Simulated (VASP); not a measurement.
# ZnS (I-4m2) in VASP: further runs, part 2 of 2

VASP 6.6.1.

### 6 Single point, PBE (strain +0.015 along x and y, +0.030 along z)

The input, INCAR:

```
  ALGO = Normal
  EDIFF = 1E-6
  ENCUT = 520
  GGA = PE
  ISIF = 2
  ISMEAR = 0
  LASPH = True
  LCHARG = False
  LREAL = False
  LWAVE = False
  NBANDS = 16
  NELM = 100
  PREC = Accurate
  SIGMA = 0.05
```

The input, KPOINTS:

```
k-points
0
Gamma
  8 8 8
```

The input, POSCAR:

```
ZnS
1.0
    0.0000000000      2.7623874444      2.8032109041
    2.7623874444      0.0000000000      2.8032109041
    2.7623874444      2.7623874444      0.0000000000
Zn S
1 1
Direct
    0.0000000000      0.0000000000      0.0000000000
    0.7500000000      0.7500000000      0.7500000000
```

Potentials or basis: VASP PAW PBE potentials, release 64 (Zn, S).

Command:

```bash
$ cat potpaw_PBE.64/Zn/POTCAR potpaw_PBE.64/S/POTCAR > POTCAR
$ mpirun -np 1 vasp_std > vasp.out
```

OUTCAR:

```text
EDIFF = 1E-6
   ENCUT = 520
   GGA = PE
   ISIF = 2
   ISMEAR = 0
   LASPH = True
   LREAL = False
   NELM = 100
   PREC = Accurate

 ion  position               nearest neighbor table
   1  0.000  0.000  0.000-   2 2.40   2 2.40   2 2.40   2 2.40
   2  0.750  0.750  0.750-   1 2.40   1 2.40   1 2.40   1 2.40

  LATTYP: Found a body centered tetragonal cell.
 ALAT       =     3.9066057884
 C/A-ratio  =     1.4351132702

  Lattice vectors:

 A1 = (  -2.7623874444,   0.0000000000,   2.8032109041)
 A2 = (   2.7623874444,   0.0000000000,   2.8032109041)
 A3 = (   0.0000000000,   2.7623874444,  -2.8032109041)

Analysis of symmetry for initial positions (statically):
=====================================================================
 Subroutine PRICEL returns:
 Original cell was already a primitive cell.

 Routine SETGRP: Setting up the symmetry group for a
 body centered tetragonal supercell.

 Subroutine GETGRP returns: Found  8 space group operations
 (whereof  8 operations were pure point group operations)
 out of a pool of 16 trial point group operations.

The static configuration has the point symmetry D_2d.

Analysis of symmetry for dynamics (positions and initial velocities):
=====================================================================
 Subroutine PRICEL returns:
 Original cell was already a primitive cell.

 Routine SETGRP: Setting up the symmetry group for a
 body centered tetragonal supercell.

 Subroutine GETGRP returns: Found  8 space group operations
 (whereof  8 operations were pure point group operations)
 out of a pool of 16 trial point group operations.

The dynamic configuration has the point symmetry D_2d.

 Subroutine INISYM returns: Found  8 space group operations
 (whereof  8 operations are pure point group operations),
 and found     1 'primitive' translations

----------------------------------------------------------------------------------------

                                     Primitive cell

  volume of cell :      42.7814

  direct lattice vectors                    reciprocal lattice vectors
     0.000000000  2.762387444  2.803210904    -0.181002850  0.181002850  0.178366886
     2.762387444  0.000000000  2.803210904     0.181002850 -0.181002850  0.178366886
     2.762387444  2.762387444  0.000000000     0.181002850  0.181002850 -0.178366886

  length of vectors
     3.935578200  3.935578200  3.906605788     0.311991682  0.311991682  0.311991682

  position of ions in fractional coordinates (direct lattice)
     0.000000000  0.000000000  0.000000000
     0.750000000  0.750000000  0.750000000

  ion indices of the primitive-cell ions
   primitive index   ion index
                 1           1
                 2           2

----------------------------------------------------------------------------------------

 KPOINTS: k-points

Automatic generation of k-mesh.
 Grid dimensions read from file:
 generate k-points for:    8    8    8

 Generating k-lattice:

  Cartesian coordinates                     Fractional coordinates (reciprocal lattice)
    -0.022625356  0.022625356  0.022295861     0.125000000  0.000000000  0.000000000
     0.022625356 -0.022625356  0.022295861     0.000000000  0.125000000  0.000000000
     0.022625356  0.022625356 -0.022295861     0.000000000  0.000000000  0.125000000

  Length of vectors
     0.038998960  0.038998960  0.038998960

  Shift w.r.t. Gamma in fractional coordinates (k-lattice)
     0.000000000  0.000000000  0.000000000

 Subroutine IBZKPT returns following result:
 ===========================================

 Found     59 irreducible k-points:

 Following reciprocal coordinates:
            Coordinates               Weight
  0.000000  0.000000  0.000000      1.000000
  0.125000 -0.000000  0.000000      8.000000
  0.250000 -0.000000  0.000000      8.000000
  0.375000  0.000000  0.000000      8.000000
  0.500000 -0.000000  0.000000      4.000000
  0.125000  0.125000  0.000000      2.000000
[... 16 lines left out ...]
  0.250000 -0.000000  0.125000     16.000000
  0.375000  0.000000  0.125000     16.000000
 [... further k-points ...]
   k-points           NKPTS =     59   k-points in BZ     NKDIM =     59   number of bands    NBANDS=     16
   number of dos      NEDOS =    301   number of ions     NIONS =      2
   total plane-waves  NPLWV =  27000
   dimension x,y,z NGX =    30 NGY =   30 NGZ =   30
   dimension x,y,z NGXF=    60 NGYF=   60 NGZF=   60
   ions per type =               1   1
   NGX,Y,Z   is equivalent  to a cutoff of  12.67, 12.67, 12.77 a.u.
   NGXF,Y,Z  is equivalent  to a cutoff of  25.35, 25.35, 25.53 a.u.
 SYSTEM =  unknown system
   PREC   = accura    normal or accurate (medium, high low for compatibility)
   ISTART =      0    job   : 0-new  1-cont  2-samecut
   ICHARG =      2    charge: 1-file 2-atom 10-const
   ISPIN  =      1    spin polarized calculation?
   LNONCOLLINEAR =      F non collinear calculations
   LSORBIT =      F    spin-orbit coupling
   LASPH  =      T    aspherical Exc in radial PAW
   ENCUT  =  520.0 eV  38.22 Ry    6.18 a.u.   7.32  7.32  7.26*2*pi/ulx,y,z
   NELM   =    100;   NELMIN=  2; NELMDL= -5     # of ELM steps
   EDIFF  = 0.1E-05   stopping-criterion for ELM
   LREAL  =      F    real-space projection
   EDIFFG = 0.1E-04   stopping-criterion for IOM
   NSW    =      0    number of steps for IOM
   IBRION =     -1    ionic relax: 0-MD 1-quasi-New 2-CG
   NFREE  =      0    steps in history (QN), initial steepest desc. (CG)
   ISIF   =      2    stress and relaxation
   ISYM   =      2    0-nonsym 1-usesym 2-fastsym
   POTIM  = 0.5000    time-step for ionic-motion
   TEBEG  =    0.0;   TEEND  =   0.0 temperature during run
   PSTRESS=    0.0 pullay stress
   NELECT =      18.0000    total number of electrons
   NUPDOWN=      -1.0000    fix difference up-down
   EMIN   =  10.00;   EMAX   =-10.00  energy-range for DOS
   EFERMI =   0.00;   METHOD = LEGACY
   ISMEAR =     0;   SIGMA  =   0.05  broadening in eV -4-tet -1-fermi 0-gaus
   EFERMI_NEDOS =   21; number of points for ismear=-14 and -15
   IALGO  =     38    algorithm
   IMIX   =      4    mixing-type and parameters
     AMIX     =   0.40;   BMIX     =  1.00
     AMIX_MAG =   1.60;   BMIX_MAG =  1.00
  volume/ion in A,a.u.               =      21.39       144.35
  Fermi-wavevector in a.u.,A,eV,Ry     =   1.226725  2.318175 20.474797  1.504855
  Thomas-Fermi vector in A             =   2.361715
   LORBIT       =      0    0 simple, 1 ext, 2 COOP (PROOUT), +10 PAW based schemes
   GGA     = PE    functional components
   LHFCALC =     F    Hartree Fock is set to
   AEXX    =    0.0000 exact exchange contribution
   IVDW    =     0    specifies the selected vdW correction
   LEPSILON=     F    determine dielectric tensor
   LRPA    =     F    only Hartree local field effects (RPA)
 non-spin polarized calculation
 Gauss-broadening in eV      SIGMA  =   0.05
  energy-cutoff  :      520.00
  volume of cell :       42.78
 maximum number of plane-waves:      1171
 NGX is ok and might be reduce to    30
   NGX = 15   NGY = 15   NGZ = 15

 number of electron      17.9999986 magnetization

 Free energy of the ion-electron system (eV)
  ---------------------------------------------------
  ext. energy  EPLUGINS =         0.00000000
  ---------------------------------------------------
  free energy    TOTEN  =        -6.82482748 eV

  energy without entropy =       -6.82482748  energy(sigma->0) =       -6.82482748

 E-fermi :   1.6569     XC(G=0):  -9.2544

 val. band max:        1.4042692171   @ k =   0.0000   0.0000   0.0000
 cond. band min:       3.1540654010   @ k =   0.0000   0.0000   0.0000
 fundamental gap:      1.7497961839
 Fermi energy:         1.6568659442

 k-point     1 :       0.0000    0.0000    0.0000
  band No.  band energies     occupation
      1     -11.2215      2.00000
      2      -4.6709      2.00000
      3      -4.6628      2.00000
      4      -4.6628      2.00000
      5      -4.2598      2.00000
      6      -4.2575      2.00000
[... 8 lines left out ...]
     15      12.9459      0.00000
     16      13.1656      0.00000
[... 419 lines left out ...]
 k-point    24 :       0.3750    0.0000    0.1250
  band No.  band energies     occupation
      1     -10.5913      2.00000
      2      -4.5927      2.00000
      3      -4.5575      2.00000
      4      -4.4751      2.00000
      5      -4.2535      2.00000
      6      -4.2308      2.00000
[... 8 lines left out ...]
     15      13.8985      0.00000
     16      14.2121      0.00000

 [... further k-points ...]
[... 5 lines left out ...]
  --------------------------------------------------------------------------------------
  -------------------------------------------------------------------------------------
  Total       -0.8780491     -0.8780491     -1.0466567      0.0000000      0.0000000      0.0000000
  in kB      -32.8832262    -32.8832262    -39.1976360      0.0000000      0.0000000      0.0000000
  external PRESSURE =     -34.9880295 kB  Pullay stress =       0.0000000 kB

 VOLUME and BASIS-vectors are now :
 -----------------------------------------------------------------------------
  energy-cutoff  :      520.00
  volume of cell :       42.78
      direct lattice vectors                 reciprocal lattice vectors
     0.000000000  2.762387444  2.803210904    -0.181002850  0.181002850  0.178366886
     2.762387444  0.000000000  2.803210904     0.181002850 -0.181002850  0.178366886
     2.762387444  2.762387444  0.000000000     0.181002850  0.181002850 -0.178366886

 POSITION                                       TOTAL-FORCE (eV/Angst)
 -----------------------------------------------------------------------------------
      0.00000      0.00000      0.00000         0.000000     -0.000000      0.000000
      4.14358      4.14358      4.20482        -0.000000      0.000000     -0.000000
 -----------------------------------------------------------------------------------
    total drift:                                0.000001      0.000001     -0.000000

  FREE ENERGIE OF THE ION-ELECTRON SYSTEM (eV)
  ---------------------------------------------------
  free  energy   TOTEN  =        -6.8248274819 eV

  energy  without entropy=       -6.8248274819  energy(sigma->0) =       -6.82482748
```

It took 61 s on 1 thread of Intel Xeon 8259CL, shared host; peak memory 0.19 GiB.

Results:

| Property | Result |
| --- | --- |
| Free energy | -6.8248 eV |
| Pressure | -3.5 GPa |
| Band gap on the k mesh | 1.75 eV |

Stress tensor (GPa, compression positive):
```
-3.29  0.00  0.00
 0.00 -3.29  0.00
 0.00  0.00 -3.92
```

Caveat: the cell differs from its parent crystal (strain +0.015 along x and y, +0.030 along z); the cell stands under tension.

### 7 The runs side by side

```tsv
cell	gap on the mesh (eV)	pressure (GPa)
a = 3.849, b = 3.849, c = 3.907 Å, angles 59.5, 59.5, 61.0°, 2 atoms	1.89	-0.8
a = 3.907, b = 3.907, c = 3.849 Å, angles 60.5, 60.5, 59.0°, 2 atoms	1.85	-1.8
a = 3.878, b = 3.878, c = 3.907 Å, angles 59.8, 59.8, 60.5°, 2 atoms	1.86	-1.8
a = 3.907, b = 3.907, c = 3.964 Å, angles 59.5, 59.5, 61.0°, 2 atoms	1.70	-3.5
a = 3.936, b = 3.936, c = 3.907 Å, angles 60.2, 60.2, 59.5°, 2 atoms	1.75	-3.5
```

Alike in all rows: task single point; level PBE; potentials or basis VASP PAW PBE potentials, release 64 (Zn, S); no spin polarisation; k mesh 8 × 8 × 8; cutoff (eV) 520; smearing gaussian 0.05 eV.

Caveats: the cell stands under tension (at least some runs).

Total energies depend on the potentials used, so only differences within one code and one set of settings carry meaning.
